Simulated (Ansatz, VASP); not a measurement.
**Two plane-wave programs on LiReH6**

File INCAR:

```
SYSTEM = LiReH6
ALGO = Normal
EDIFF = 1E-7
EDIFFG = -0.04
ENCUT = 600
GGA = PE
IBRION = 2
ISIF = 3
ISMEAR = 0
LASPH = .True.
LCHARG = .False.
LREAL = .False.
LWAVE = .False.
NELM = 60
NSW = 90
PREC = Accurate
SIGMA = 0.1
```

The input KPOINTS:

```
k-points
0
Gamma
  6 6 6
  0 0 0
```

File POSCAR:

```
LiReH6
1.0
    3.5176288985      0.0000000000      0.0000000000
    0.0000000000      3.5176288985      0.0000000000
    0.0000000000      0.0000000000      3.5176288985
Li Re H
1 1 6
Direct
    0.5000000000      0.5000000000      0.5000000000
    0.0000000000      0.0000000000      0.0000000000
    0.0000000000      0.5000000000      0.7774747869
    0.5000000000      0.2225252131      0.0000000000
    0.7774747869      0.0000000000      0.5000000000
    0.0000000000      0.5000000000      0.2225252131
    0.5000000000      0.7774747869      0.0000000000
    0.2225252131      0.0000000000      0.5000000000
```

Input for Ansatz:

```yaml
crystal:
  lattice:
    - [3.5176288985, 0.0, 0.0]
    - [0.0, 3.5176288985, 0.0]
    - [0.0, 0.0, 3.5176288985]
  atoms:
    - { symbol: Li, position: [0.5, 0.5, 0.5] }
    - { symbol: Re, position: [0.0, 0.0, 0.0] }
    - { symbol: H, position: [0.0, 0.5, 0.7774747869] }
    - { symbol: H, position: [0.5, 0.2225252131, 0.0] }
    - { symbol: H, position: [0.7774747869, 0.0, 0.5] }
    - { symbol: H, position: [0.0, 0.5, 0.2225252131] }
    - { symbol: H, position: [0.5, 0.7774747869, 0.0] }
    - { symbol: H, position: [0.2225252131, 0.0, 0.5] }
basis:
  ecutwfc: 420
kpoints:
  mp_grid: { grid: [6, 6, 6] }
hamiltonian:
  xc: pbe
scf:
  occupations: { method: gaussian, width: 0.1 }
  lower_state_search: "off"
output:
  forces: true
  stress: true
  eigenvalues: true
relax:
  adjacent_minimum: "off"
  f_tol: 0.04
  max_steps: 70
  cell: { stress_tol: 0.4 }
```

Change from the starting cell: species swapped into the V6CoIr type (Pm-3, No. 200).

Alike in both runs: task relaxation of cell and atoms; functional PBE; k mesh 6 × 6 × 6; occupations gaussian, width 0.1 eV; no spin polarisation.

|  | VASP | Ansatz |
| --- | --- | --- |
| version | VASP 6.6.1 | Ansatz 0.2.0 |
| potentials or method | VASP PAW PBE potentials, release 64 (Li_sv, Re, H), cutoff 600 eV | scalar-relativistic, plane waves, PAW |
| valence electrons in the cell | 16 | 24 |

Ansatz gave:

| Property | Result |
| --- | --- |
| gap on the k mesh at the Fermi level, each at its own relaxed structure (eV) | none |
| relaxed volume (Å³/atom) | 5.51 |
| relaxed cell length with the largest relative difference (Å) | 3.533 |

Question: Which values does VASP return?

Answer: gap on the k mesh at the Fermi level, each at its own relaxed structure (eV): none; relaxed volume (Å³/atom): 5.54; relaxed cell length with the largest relative difference (Å): 3.539.

A gap of «none» marks a metal or a gap that the smearing closes. VASP's potentials hold 16 valence electrons a cell and Ansatz's 24, so a difference there can come from the potentials and not from the codes.

Neither program's run includes spin-orbit coupling. Noted on VASP's run: the cutoff is short for stress, so the pressure is rough.
